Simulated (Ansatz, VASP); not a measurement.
One calculation of GaSb3, two programs

INCAR

```
ALGO = Normal
EDIFF = 1E-7
ENCUT = 520
GGA = PS
ISIF = 2
ISMEAR = 0
IVDW = 12
LASPH = T
LCHARG = T
LELF = T
LREAL = F
LVHAR = T
LWAVE = F
NBANDS = 22
NELM = 60
PREC = Accurate
SIGMA = 0.15
```

The input KPOINTS:

```
k-points
0
Gamma
  10 10 10
```

POSCAR

```
GaSb3
1.0
    0.0000000000      3.5857729617      3.5857729617
    3.5857729617      0.0000000000      3.5857729617
    3.5857729617      3.5857729617      0.0000000000
Ga Sb
1 3
Direct
    0.0000000000      0.0000000000      0.0000000000
    0.2614340758      0.2385659242      0.2385659242
    0.7385659242      0.7614340758      0.7614340758
    0.5000000000      0.5000000000      0.5000000000
```

Input for Ansatz:

```yaml
crystal:
  lattice:
    - [0.0, 3.5857729617, 3.5857729617]
    - [3.5857729617, 0.0, 3.5857729617]
    - [3.5857729617, 3.5857729617, 0.0]
  atoms:
    - { symbol: Ga, position: [0.0, 0.0, 0.0] }
    - { symbol: Sb, position: [0.2614340758, 0.2385659242, 0.2385659242] }
    - { symbol: Sb, position: [0.7385659242, 0.7614340758, 0.7614340758] }
    - { symbol: Sb, position: [0.5, 0.5, 0.5] }
basis:
  ecutwfc: 420
kpoints:
  mp_grid: { grid: [10, 10, 10] }
hamiltonian:
  xc: pbesol
  pseudopotentials: { kind: paw, azcp: { folder: soft_1 } }
  dispersion: d3bj
scf:
  occupations: { method: gaussian, width: 0.15 }
output:
  forces: true
  stress: true
  eigenvalues: true
```

Change from the starting cell: mode 4 frozen in at -0.082 Å, equal normal strain along x and y +0.0000.

Alike in both runs: task single point; functional PBEsol; dispersion D3(BJ); k mesh 10 × 10 × 10; occupations gaussian, width 0.15 eV; no spin polarisation.

|  | VASP | Ansatz |
| --- | --- | --- |
| version | VASP 6.6.1 | Ansatz 0.2.0 |
| potentials or method | VASP PAW PBE potentials, release 64 (Ga_d, Sb), cutoff 520 eV | scalar-relativistic, plane waves, PAW |
| valence electrons in the cell | 28 | 58 |

```csv
,VASP,Ansatz,Ansatz less VASP
gap on the k mesh at the Fermi level (eV),none,none,-
pressure (GPa),0.4,0.3,-0.08
"traceless stress, the component that is largest in VASP (GPa)",-0.73,-0.71,+0.019
rms of the force components (eV/Å),0.143,0.141,-0.0026
```

VASP's potentials were made for PBE, not for PBEsol, and Ansatz warns of the same on its side. Atom by atom the forces differ by 0.003 eV/Å (rms over components). A gap of «none» marks a metal or a gap that the smearing closes. VASP's potentials hold 28 valence electrons a cell and Ansatz's 58, so a difference there can come from the potentials and not from the codes.

Neither program's run includes spin-orbit coupling.
